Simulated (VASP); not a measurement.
**Ag: single point with PBE+D3(BJ)**

Ag, a slab with vacuum:

```xyz
3
Lattice="2.8889 0.0000 0.0000 0.0000 2.8889 0.0000 0.0000 0.0000 14.0855" Properties=species:S:1:pos:R:3 pbc="T T T"
Ag    0.0000    0.0000    5.0000
Ag    1.4444    1.4444    7.0427
Ag    0.0000    0.0000    9.0855
```

| Quantity | Value |
| --- | --- |
| Program | VASP 6.6.1 |
| Task | single point |
| Functional | PBE |
| Dispersion | D3(BJ) |
| Potentials or basis | VASP PAW PBE potentials, release 64 (Ag) |
| Cutoff | 400 eV |
| k mesh | 7 × 7 × 1 |
| Occupations | methfessel-paxton, width 0.1 eV |
| Spin | no spin polarisation |
| Dipole correction | yes |
| Further INCAR settings | ALGO = Normal; EDIFF = 1e-06; NBANDS = 24; NELMDL = -8 |

```json
{
  "Largest force": "0.039 eV/Å",
  "Band gap on the k mesh": "zero (an odd number of electrons rules out a gap without spin polarisation)",
  "Dispersion energy per atom": "-0.380 eV"
}
```

Forces on the atoms (eV/Å):
```
Ag   0.000  0.000  0.039
Ag   0.000  0.000  0.000
Ag   0.000  0.000 -0.039
```

Levels at points of the mesh, in eV from the Fermi level:
| k point | band 14 | band 15 | band 16 | band 17 | band 18 | band 19 | band 20 | band 21 |
| --- | --- | --- | --- | --- | --- | --- | --- | --- |
| (0.00, 0.00, 0.00) | -2.99 | -2.83 | -2.81 | -2.81 | -0.58 | 1.47 | 3.98 | 6.00 |

Wall time 24 s on 1 thread of Intel(R) Xeon(R) Platinum 8488C (Sapphire Rapids), with other jobs on the host, peak memory 0.19 GiB.

Caveat: three body term missing.
